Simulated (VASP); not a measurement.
# Zr in VASP: single point with PBEsol+D4

Aim: the single point of Zr with PBEsol+D4.

Everything below comes from runs of VASP 6.6.1. Logs are shortened: lines on timing, memory, paths and dates and some standing lists are left out, and cuts for length are marked.

## (1) The cell of the first run

The cell holds a slab with vacuum, 4 atoms: a = 3.185 Å, b = 3.185 Å, c = 27.737 Å, α = 90.00°, β = 90.00°, γ = 120.00°.

## (2) Single point, PBEsol+D4

Input file INCAR:

```
  ALGO = Normal
  DIPOL = 0.5 0.5 0.387
  EDIFF = 1E-6
  ENCUT = 400
  GGA = PS
  GGA_COMPAT = False
  IDIPOL = 3
  ISIF = 2
  ISMEAR = 1
  IVDW = 13
  LASPH = True
  LCHARG = False
  LDIPOL = True
  LREAL = False
  LWAVE = False
  NBANDS = 32
  NELM = 120
  NELMDL = -8
  PREC = Accurate
  SIGMA = 0.1
```

Input file KPOINTS:

```
k-points
0
Gamma
  12 12 1
```

Input file POSCAR:

```
Zr
1.0
    3.1854210977      0.0000000000      0.0000000000
   -1.5927105489      2.7586555924      0.0000000000
    0.0000000000      0.0000000000     27.7369138270
Zr
4
Direct
    0.6666666667      0.3333333333      0.2523712639
    0.3333333333      0.6666666667      0.3388995909
    0.6666666667      0.3333333333      0.4327595187
    0.3333333333      0.6666666667      0.5251120344
```

Potentials or basis: VASP PAW PBE potentials, release 64 (Zr_sv).

The run is started by

```bash
> cat potpaw_PBE.64/Zr_sv/POTCAR > POTCAR
> mpirun -np 1 vasp_std > vasp.out
```

OUTCAR:

```text
EDIFF = 1E-6
   ENCUT = 400
   GGA = PS
   ISIF = 2
   ISMEAR = 1
   IVDW = 13
   LASPH = True
   LREAL = False
   NELM = 120
   NELMDL = -8
   PREC = Accurate

 ion  position               nearest neighbor table
   1  0.667  0.333  0.252-   2 3.02   2 3.02   2 3.02
   2  0.333  0.667  0.339-   1 3.02   1 3.02   1 3.02   3 3.19   3 3.19   3 3.19
   3  0.667  0.333  0.433-   4 3.15   4 3.15   4 3.15   2 3.19   2 3.19   2 3.19
   4  0.333  0.667  0.525-   3 3.15   3 3.15   3 3.15

  LATTYP: Found a hexagonal cell.
 ALAT       =     3.1854210977
 C/A-ratio  =     8.7074559301

  Lattice vectors:

 A1 = (   3.1854210977,   0.0000000000,   0.0000000000)
 A2 = (  -1.5927105489,   2.7586555924,   0.0000000000)
 A3 = (   0.0000000000,   0.0000000000,  27.7369138270)

Analysis of symmetry for initial positions (statically):
=====================================================================
 Subroutine PRICEL returns:
 Original cell was already a primitive cell.

 Routine SETGRP: Setting up the symmetry group for a
 hexagonal supercell.

 Subroutine GETGRP returns: Found  6 space group operations
 (whereof  6 operations were pure point group operations)
 out of a pool of 24 trial point group operations.

The static configuration has the point symmetry C_3v.

Analysis of symmetry for dynamics (positions and initial velocities):
=====================================================================
 Subroutine PRICEL returns:
 Original cell was already a primitive cell.

 Routine SETGRP: Setting up the symmetry group for a
 hexagonal supercell.

 Subroutine GETGRP returns: Found  6 space group operations
 (whereof  6 operations were pure point group operations)
 out of a pool of 24 trial point group operations.

The dynamic configuration has the point symmetry C_3v.

 Subroutine INISYM returns: Found  6 space group operations
 (whereof  6 operations are pure point group operations),
 and found     1 'primitive' translations

----------------------------------------------------------------------------------------

                                     Primitive cell

  volume of cell :     243.7376

  direct lattice vectors                    reciprocal lattice vectors
     3.185421098  0.000000000  0.000000000     0.313930237  0.181247707  0.000000000
    -1.592710549  2.758655592  0.000000000     0.000000000  0.362495414  0.000000000
     0.000000000  0.000000000 27.736913827     0.000000000  0.000000000  0.036053038

[... 88 lines left out ...]
   ISYM   =      2    0-nonsym 1-usesym 2-fastsym
   POTIM  = 0.5000    time-step for ionic-motion
   TEBEG  =    0.0;   TEEND  =   0.0 temperature during run
   PSTRESS=    0.0 pullay stress
   NELECT =      48.0000    total number of electrons
   NUPDOWN=      -1.0000    fix difference up-down
   EMIN   =  10.00;   EMAX   =-10.00  energy-range for DOS
   EFERMI =   0.00;   METHOD = LEGACY
   ISMEAR =     1;   SIGMA  =   0.10  broadening in eV -4-tet -1-fermi 0-gaus
   EFERMI_NEDOS =   21; number of points for ismear=-14 and -15
   IALGO  =     38    algorithm
   IMIX   =      4    mixing-type and parameters
     AMIX     =   0.40;   BMIX     =  1.00
     AMIX_MAG =   1.60;   BMIX_MAG =  1.00
  volume/ion in A,a.u.               =      60.93       411.21
  Fermi-wavevector in a.u.,A,eV,Ry     =   0.952462  1.799893 12.342991  0.907184
  Thomas-Fermi vector in A             =   2.081027
   LORBIT       =      0    0 simple, 1 ext, 2 COOP (PROOUT), +10 PAW based schemes
   GGA     = PS    functional components
   LHFCALC =     F    Hartree Fock is set to
   AEXX    =    0.0000 exact exchange contribution
   IVDW    =    13    specifies the selected vdW correction
   LEPSILON=     F    determine dielectric tensor
   LRPA    =     F    only Hartree local field effects (RPA)
 non-spin polarized calculation
 Methfessel and Paxton  Order N= 1 SIGMA  =   0.10
  energy-cutoff  :      400.00
  volume of cell :      243.74
 maximum number of plane-waves:      4467
 NGX is ok and might be reduce to    24
   NGX = 11   NGY = 11   NGZ = 91

 dipolmoment           0.000000      0.000000     -0.005096 electrons x Angstroem

 number of electron      48.0000000 magnetization

 dipolmoment           0.000000      0.000000      0.001391 electrons x Angstroem

 Free energy of the ion-electron system (eV)
  ---------------------------------------------------
  ext. energy  EPLUGINS =         0.00000000
  ---------------------------------------------------
  free energy    TOTEN  =       -34.32270789 eV

  energy without entropy =      -34.31982441  energy(sigma->0) =      -34.32174673

 E-fermi :   0.8043     XC(G=0):  -4.9413

 val. band max:        0.7860676802   @ k =   0.0833   0.0833   0.0000
 cond. band min:       0.8189158347   @ k =   0.2500   0.0000   0.0000
 fundamental gap:      0.0328481546
 Fermi energy:         0.8042561206

 k-point     1 :       0.0000    0.0000    0.0000
  band No.  band energies     occupation
      1     -48.0656      2.00000
      2     -47.9882      2.00000
      3     -47.6911      2.00000
      4     -47.5756      2.00000
      5     -26.4356      2.00000
      6     -26.3169      2.00000
[... 654 lines left out ...]
     31       3.3806      0.00000
     32       4.2340      0.00000

------------------------ aborting loop because EDIFF is reached ----------------------------------------

 vacuum level on the upper side and lower side of the slab       (xc-potential included)        -0.181        -0.214

  DFT-D4 for vdW energy calculation

  Edisp (eV):   -0.35666

  FORCE on cell =-STRESS in cart. coord.  units (eV):
  Direction    XX          YY          ZZ          XY          YZ          ZX
  --------------------------------------------------------------------------------------
  -------------------------------------------------------------------------------------
  Total      -2.34356    -2.34356    -1.30598     0.00000     0.00000     0.00000
  in kB     -15.40510   -15.40510    -8.58470     0.00000     0.00000     0.00000
  external pressure =      -13.13 kB  Pullay stress =        0.00 kB

 VOLUME and BASIS-vectors are now :
 -----------------------------------------------------------------------------
  energy-cutoff  :      400.00
  volume of cell :      243.74
      direct lattice vectors                 reciprocal lattice vectors
     3.185421098  0.000000000  0.000000000     0.313930237  0.181247707  0.000000000
    -1.592710549  2.758655592  0.000000000     0.000000000  0.362495414  0.000000000
     0.000000000  0.000000000 27.736913827     0.000000000  0.000000000  0.036053038

 POSITION                                       TOTAL-FORCE (eV/Angst)
 -----------------------------------------------------------------------------------
      1.59271      0.91955      7.00000        -0.000000      0.000000     -0.046103
     -0.00000      1.83910      9.40003         0.000000      0.000000     -0.013567
      1.59271      0.91955     12.00341         0.000000      0.000000      0.609568
     -0.00000      1.83910     14.56499         0.000000      0.000000     -0.549898
 -----------------------------------------------------------------------------------
    total drift:                               -0.000000     -0.000000      0.000034

  FREE ENERGIE OF THE ION-ELECTRON SYSTEM (eV)
  ---------------------------------------------------
  free  energy   TOTEN  =       -34.6793641015 eV

  energy  without entropy=      -34.6764806187  energy(sigma->0) =      -34.67840294

 vacuum level on the upper side and lower side of the slab         4.906         4.875
```

OSZICAR:

```text
N       E                     dE             d eps       ncg     rms          rms(c)
DAV:   1     0.347733506561E+03    0.34773E+03   -0.23160E+04  1640   0.108E+03
DAV:   2     0.978792510307E+00   -0.34675E+03   -0.33405E+03  1496   0.341E+02
DAV:   3    -0.345281120754E+02   -0.35507E+02   -0.34723E+02  2048   0.637E+01
[... 25 lines left out ...]
DAV:  29    -0.343226877089E+02   -0.21975E-04   -0.29802E-06  1184   0.782E-03    0.768E-03
DAV:  30    -0.343227010345E+02   -0.13326E-04   -0.19073E-06  1112   0.100E-02    0.126E-03
DAV:  31    -0.343227058492E+02   -0.48147E-05   -0.76673E-07  1008   0.415E-03    0.209E-03
DAV:  32    -0.343227072999E+02   -0.14507E-05   -0.15385E-07   928   0.170E-03    0.580E-04
DAV:  33    -0.343227078912E+02   -0.59135E-06   -0.57605E-08   800   0.983E-04
   1 F= -.34679364E+02 E0= -.34678403E+02  d E =-.288348E-02
```

stdout:

```text
POSCAR found type information on POSCAR Zr
 POSCAR found :  1 types and       4 ions
 scaLAPACK will be used
 -----------------------------------------------------------------------------
|                                                                             |
|                                                                             |
|     You enforced a specific xc type in the INCAR file but a different       |
|     I HOPE YOU KNOW WHAT YOU ARE DOING!                                     |
|                                                                             |
 -----------------------------------------------------------------------------

 LDA part: xc-table for (Slater+PW92), standard interpolation
 POSCAR, INCAR and KPOINTS ok, starting setup
 FFT: planning ... GRIDC
 FFT: planning ... GRID_SOFT
 FFT: planning ... GRID
 WAVECAR not read
 entering main loop
```

It took 4.5 min on 1 thread of Intel Xeon Platinum 8375C at 2.90GHz (Ice Lake), shared host; peak memory 0.36 GiB.

Results:

* Free energy: -34.6794 eV
* Largest force: 0.610 eV/Å
* Band gap on the k mesh: zero (bands 24 and 25 overlap by 1.19 eV)
* Dispersion energy per atom: -0.089 eV

Forces on the atoms (eV/Å):
```
Zr   0.000  0.000 -0.046
Zr   0.000  0.000 -0.014
Zr   0.000  0.000  0.610
Zr   0.000  0.000 -0.550
```

Levels at points of the mesh, in eV from the Fermi level:
| k point | band 22 | band 23 | band 24 | band 25 | band 26 | band 27 |
| --- | --- | --- | --- | --- | --- | --- |
| (0.00, 0.00, 0.00) | 0.02 | 0.55 | 0.73 | 0.77 | 0.77 | 0.87 |
| (0.50, 0.00, 0.00) | -1.31 | -0.82 | 0.08 | 0.83 | 0.89 | 1.41 |

Caveat: the PAW data sets were made with another functional, which shifts forces and pressure a little.
